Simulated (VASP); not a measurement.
# CoO (R3m) in VASP: further runs

CoO is run at these levels: r2SCAN; tasks: single point.

All numbers are computed with VASP 6.6.1; they aren't measurements. Logs are shortened: lines on timing, memory, paths and dates and some standing lists are left out, and cuts for length are marked.

### 1 The cell of the first run

Symmetry: R3m, No. 160, trigonal system. Conventional cell: a = 3.204 Å, b = 3.204 Å, c = 7.699 Å, α = 90.00°, β = 90.00°, γ = 120.00°. Co (site symmetry 3m) has 4 O at 1.91 to 1.96 Å within 2.5 Å. O (site symmetry 3m) has 4 Co at 1.91 to 1.96 Å within 2.5 Å.

### 2 Single point, r2SCAN, collinear spin, ferromagnetic start

POSCAR reads:

```
CoO
1.0
    1.6022198417      0.9250420569      2.5664708903
   -1.6022198417      0.9250420569      2.5664708903
    0.0000000000     -1.8500841138      2.5664708903
Co O
1 1
Direct
    0.9989783200      0.9989783200      0.9989783200
    0.7510210300      0.7510210300      0.7510210300
```

INCAR.step1 reads:

```
PREC = Accurate ; ENCUT = 520
ISMEAR = -1 ; SIGMA = 0.05
LREAL = F ; LASPH = T
NELM = 150 ; ISPIN = 2
MAGMOM = 2 0 ; LMAXMIX = 4
NBANDS = 18 ; GGA = PE
ALGO = Normal ; EDIFF = 1E-4
LWAVE = T ; LCHARG = F
```

INCAR.step2 reads:

```
PREC = Accurate ; ENCUT = 520
EDIFF = 1E-6 ; ISMEAR = -1
SIGMA = 0.05 ; LREAL = F
LASPH = T ; NELM = 150
ALGO = Normal ; ISIF = 2
LWAVE = F ; LCHARG = F
ISPIN = 2 ; MAGMOM = 2 0
LORBIT = 11 ; LMAXMIX = 4
METAGGA = R2SCAN ; LMIXTAU = T
NBANDS = 18 ; ISTART = 1
```

KPOINTS reads:

```
Automatic mesh
0
Gamma
  10 10 10
```

Potentials or basis: VASP PAW PBE potentials, release 64 (Co, O).

The run is started by

```
$ cat potpaw_PBE.64/Co/POTCAR potpaw_PBE.64/O/POTCAR > POTCAR
$ cp INCAR.step1 INCAR
$ mpirun -np 1 vasp_std > vasp.out
$ cp INCAR.step2 INCAR
$ mpirun -np 1 vasp_std > vasp.out
```

OUTCAR:

```text
PREC = Accurate
   ENCUT = 520
   EDIFF = 1E-6
   ISMEAR = -1
   LREAL = F
   LASPH = T
   NELM = 150
   ISIF = 2
   ISPIN = 2
   LORBIT = 11
   METAGGA = R2SCAN
   ISTART = 1

 ion  position               nearest neighbor table
   1  0.999  0.999  0.999-   2 1.91   2 1.96   2 1.96   2 1.96
   2  0.751  0.751  0.751-   1 1.91   1 1.96   1 1.96   1 1.96

  LATTYP: Found a trigonal (rhomboedric) cell.
 ALAT       =     3.1637926700
 COS(alpha) =     0.4870699110

  Lattice vectors:

 A1 = (   1.6022198417,   0.9250420569,   2.5664708903)
 A2 = (  -1.6022198417,   0.9250420569,   2.5664708903)
 A3 = (   0.0000000000,  -1.8500841138,   2.5664708903)

Analysis of symmetry for initial positions (statically):
=====================================================================
 Subroutine PRICEL returns:
 Original cell was already a primitive cell.

 Routine SETGRP: Setting up the symmetry group for a
 trigonal (rhombohedral) supercell.

 Subroutine GETGRP returns: Found  6 space group operations
 (whereof  6 operations were pure point group operations)
 out of a pool of 12 trial point group operations.

The static configuration has the point symmetry C_3v.

Analysis of symmetry for dynamics (positions and initial velocities):
=====================================================================
 Subroutine PRICEL returns:
 Original cell was already a primitive cell.

 Routine SETGRP: Setting up the symmetry group for a
 trigonal (rhombohedral) supercell.

 Subroutine GETGRP returns: Found  6 space group operations
 (whereof  6 operations were pure point group operations)
 out of a pool of 12 trial point group operations.

The dynamic configuration has the point symmetry C_3v.

Analysis of structural, dynamic, and magnetic symmetry:
=====================================================================
 Subroutine PRICEL returns:
 Original cell was already a primitive cell.

 Routine SETGRP: Setting up the symmetry group for a
 trigonal (rhombohedral) supercell.

 Subroutine GETGRP returns: Found  6 space group operations
 (whereof  6 operations were pure point group operations)
 out of a pool of 12 trial point group operations.

The overall configuration has the point symmetry C_3v.

 Subroutine INISYM returns: Found  6 space group operations
 (whereof  6 operations are pure point group operations),
 and found     1 'primitive' translations

----------------------------------------------------------------------------------------

[... 113 lines left out ...]
  volume/ion in A,a.u.               =      11.41        77.01
  Fermi-wavevector in a.u.,A,eV,Ry     =   1.423360  2.689761 27.564786  2.025955
  Thomas-Fermi vector in A             =   2.543966
   LORBIT       =     11    0 simple, 1 ext, 2 COOP (PROOUT), +10 PAW based schemes
   METAGGA = R2SCAN    functional components
   LHFCALC =     F    Hartree Fock is set to
   AEXX    =    0.0000 exact exchange contribution
   IVDW    =     0    specifies the selected vdW correction
   LEPSILON=     F    determine dielectric tensor
   LRPA    =     F    only Hartree local field effects (RPA)
 spin polarized calculation
  energy-cutoff  :      520.00
  volume of cell :       22.82
 maximum number of plane-waves:       628
   NGX = 11   NGY = 11   NGZ = 11

 number of electron      15.0000010 magnetization       2.9929670

 Free energy of the ion-electron system (eV)
  ---------------------------------------------------
  ext. energy  EPLUGINS =         0.00000000
  ---------------------------------------------------
  free energy    TOTEN  =       -21.35346418 eV

  energy without entropy =      -21.35191630  energy(sigma->0) =      -21.35269024

 E-fermi :   5.9557     XC(G=0): -11.8456

 val. band max:        5.9441984078   @ k =   0.0000   0.0000   0.0000
 cond. band min:       6.0256659284   @ k =  -0.3000   0.5000   0.2000
 fundamental gap:      0.0814675206
 Fermi energy:         5.9556631216

 spin component 1

 k-point     1 :       0.0000    0.0000    0.0000
  band No.  band energies     occupation
      1     -15.0882      1.00000
      2      -0.6954      1.00000
      3      -0.6291      1.00000
      4      -0.6291      1.00000
      5       3.4526      1.00000
      6       3.4526      1.00000
[... 493 lines left out ...]
     17      33.2791      0.00000
     18      35.4306      0.00000

 [... further k-points ...]

 spin component 2

 k-point     1 :       0.0000    0.0000    0.0000
  band No.  band energies     occupation
      1     -14.4927      1.00000
      2       1.1079      1.00000
      3       1.1798      1.00000
      4       1.1798      1.00000
      5       5.1411      1.00000
      6       5.1411      1.00000
[... 493 lines left out ...]
     17      34.1316      0.00000
     18      36.3089      0.00000

 [... further k-points ...]

------------------------ aborting loop because EDIFF is reached ----------------------------------------

  FORCE on cell =-STRESS in cart. coord.  units (eV):
  Direction    XX          YY          ZZ          XY          YZ          ZX
  --------------------------------------------------------------------------------------
  -------------------------------------------------------------------------------------
  Total        0.2051185      0.2051185      1.1834521      0.0000000      0.0000000     -0.0000000
  in kB       14.3993914     14.3993914     83.0787757      0.0000000      0.0000000     -0.0000000
  external PRESSURE =      37.2925195 kB  Pullay stress =       0.0000000 kB

 VOLUME and BASIS-vectors are now :
 -----------------------------------------------------------------------------
  energy-cutoff  :      520.00
  volume of cell :       22.82
      direct lattice vectors                 reciprocal lattice vectors
     1.602219842  0.925042057  2.566470890     0.312067038  0.180171988  0.129880037
    -1.602219842  0.925042057  2.566470890    -0.312067038  0.180171988  0.129880037
     0.000000000 -1.850084114  2.566470890     0.000000000 -0.360343977  0.129880037

 POSITION                                       TOTAL-FORCE (eV/Angst)
 -----------------------------------------------------------------------------------
      0.00000      0.00000      7.69155         0.000000      0.000000      0.372777
      0.00000      0.00000      5.78242         0.000000      0.000000     -0.372777
 -----------------------------------------------------------------------------------
    total drift:                               -0.000000      0.000000      0.011219

  FREE ENERGIE OF THE ION-ELECTRON SYSTEM (eV)
  ---------------------------------------------------
  free  energy   TOTEN  =       -21.3534641796 eV

  energy  without entropy=      -21.3519162984  energy(sigma->0) =      -21.35269024

 total charge

# of ion       s       p       d       tot
------------------------------------------
    1        0.359   0.469   7.164   7.993
    2        1.553   3.503   0.000   5.056
--------------------------------------------------
tot          1.912   3.972   7.164  13.049

 magnetization (x)

# of ion       s       p       d       tot
------------------------------------------
    1        0.024   0.063   2.531   2.617
    2        0.022   0.257   0.000   0.279
--------------------------------------------------
tot          0.046   0.320   2.531   2.896
```

Wall time 3.9 min (1 thread of Intel Xeon Platinum 8259CL at 2.50GHz (Skylake/Cascade Lake), shared host); peak memory 0.21 GiB.

Results:

```yaml
Free_energy: -21.3535 eV
Pressure: 3.7 GPa
Largest_force: 0.373 eV/Å
Band_gap_on_the_k_mesh: 0.08 eV (least direct gap 0.29 eV)
Net_moment: 2.99 μB per cell
Site_moments: Co +2.62; O +0.28 μB
Valence_electrons_inside_the_program's_atomic_spheres: Co 7.99; O 5.06
```

Forces in eV/Å, atoms in the order of the input:
```
Co   0.000  0.000  0.373
O    0.000  0.000 -0.373
```

Levels at points of the mesh, in eV from the valence-band top:
Spin up:
| k point | band 6 | band 7 | band 8 | band 9 | band 10 | band 11 | band 12 | band 13 |
| --- | --- | --- | --- | --- | --- | --- | --- | --- |
| (0.00, 0.00, 0.00) | -2.49 | -0.10 | -0.10 | 0.00 | 0.32 | 14.61 | 14.61 | 15.21 |
| (0.50, 0.00, 0.00) | -2.54 | -2.52 | -0.86 | -0.84 | 6.07 | 7.28 | 13.98 | 14.33 |
| (0.50, 0.50, 0.00) | -2.47 | -2.28 | -2.17 | -1.71 | 5.28 | 10.52 | 11.46 | 14.82 |
| (0.50, 0.50, 0.50) | -2.60 | -2.60 | -0.96 | -0.96 | 6.02 | 7.58 | 13.87 | 13.87 |
Spin down:
```
           k point  band 2  band 3  band 4  band 5  band 6  band 7  band 8  band 9  band 10  band 11
(0.00, 0.00, 0.00)   -4.84   -4.76   -4.76   -0.80   -0.80    1.15    3.73    3.73     3.80    15.16
(0.50, 0.00, 0.00)   -6.55   -4.68   -4.68   -0.48   -0.45    1.39    2.82    2.85     6.75     8.58
(0.50, 0.50, 0.00)   -6.69   -4.44   -4.42   -0.43   -0.15    0.14    2.08    2.13     7.00    11.41
(0.50, 0.50, 0.50)   -6.51   -4.64   -4.64   -0.42   -0.42    1.20    2.70    2.70     6.68     8.95
```

Caveat: the cell stands under pressure; the PAW data sets were made with another functional, which shifts forces and pressure a little; a cell with one magnetic atom can't hold antiferromagnetic order, which such compounds often take. A k mesh can miss the band edges.

(Part 1 of 2 ends here.)
